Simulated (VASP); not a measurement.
Set up this calculation in VASP 6.6.1, as the native input.

```
Task                   : relaxation of shape and atoms at fixed volume
Functional             : r2SCAN
Potentials or basis    : VASP PAW PBE potentials, release 64 (Cs_sv)
Cutoff                 : 550 eV
k mesh                 : 9 × 9 × 4
Occupations            : gaussian, width 0.1 eV
Spin                   : no spin polarisation
Dipole correction      : no
Further INCAR settings : ALGO = Normal; EDIFF = 1e-07; IBRION = 2; EDIFFG = -0.01; NSW = 50; ISIF = 4
```

Crystal: Cs.

```
Cs
1.0
     5.45229    0.00000    0.00000
    -2.72614    4.72182    0.00000
     0.00000    0.00000   18.14348
Cs
4
Cartesian
  0.0000 0.0000 0.0000
  0.0000 3.1479 4.5359
  0.0000 0.0000 9.0717
  2.7261 1.5739 13.6076
```

This isn't the form of Cs at room conditions, which is bcc.

One way to write it, as run:

POSCAR

```
Cs
1.0
    5.4522867169      0.0000000000      0.0000000000
   -2.7261433584      4.7218188056      0.0000000000
    0.0000000000      0.0000000000     18.1434777480
Cs
4
Direct
    0.0000000000      0.0000000000      0.0000000000
    0.3333333333      0.6666666667      0.2500000000
    0.0000000000      0.0000000000      0.5000000000
    0.6666666667      0.3333333333      0.7500000000
```

INCAR.step1

```
PREC = Accurate
ENCUT = 550
ISMEAR = 0
SIGMA = 0.1
LREAL = F
LASPH = T
NELM = 120
GGA = PE
ALGO = Normal
EDIFF = 1E-5
LWAVE = T
LCHARG = F
GGA_COMPAT = F
IBRION = 2
ISIF = 3
EDIFFG = -0.005
NELMIN = 4
NSW = 100
KPAR = 4
```

INCAR.step2

```
PREC = Accurate
ENCUT = 550
EDIFF = 1E-7
ISMEAR = 0
SIGMA = 0.1
LREAL = F
LASPH = T
NELM = 120
ALGO = Normal
ISIF = 4
LWAVE = F
LCHARG = F
METAGGA = R2SCAN
LMIXTAU = T
IBRION = 2
NSW = 50
EDIFFG = -0.01
ISTART = 1
GGA_COMPAT = F
NELMIN = 4
KPAR = 4
```

KPOINTS

```
Automatic mesh
0
Gamma
  9 9 4
```

Potentials or basis: VASP PAW PBE potentials, release 64 (Cs_sv).

Command:

```bash
$ cat potpaw_PBE.64/Cs_sv/POTCAR > POTCAR
$ cp INCAR.step1 INCAR
$ mpirun -np 4 vasp_std > vasp.out
$ cp INCAR.step2 INCAR
$ mpirun -np 4 vasp_std > vasp.out
```

It gave:

```
Pressure after relaxing : 0.1 GPa
Band gap on the k mesh  : zero (bands 18 and 19 overlap by 1.80 eV)
```

Caveat: the relaxation stopped at its first step, so nothing moved; the PAW data sets were made with another functional, which shifts forces and pressure a little; spin-orbit coupling is left out, which moves the levels of the heavy elements.

Run time: 11 min on 4 MPI ranks on Intel(R) Xeon(R) 6975P-C (Granite Rapids), with other jobs on the host, peak memory 0.79 GiB a rank.
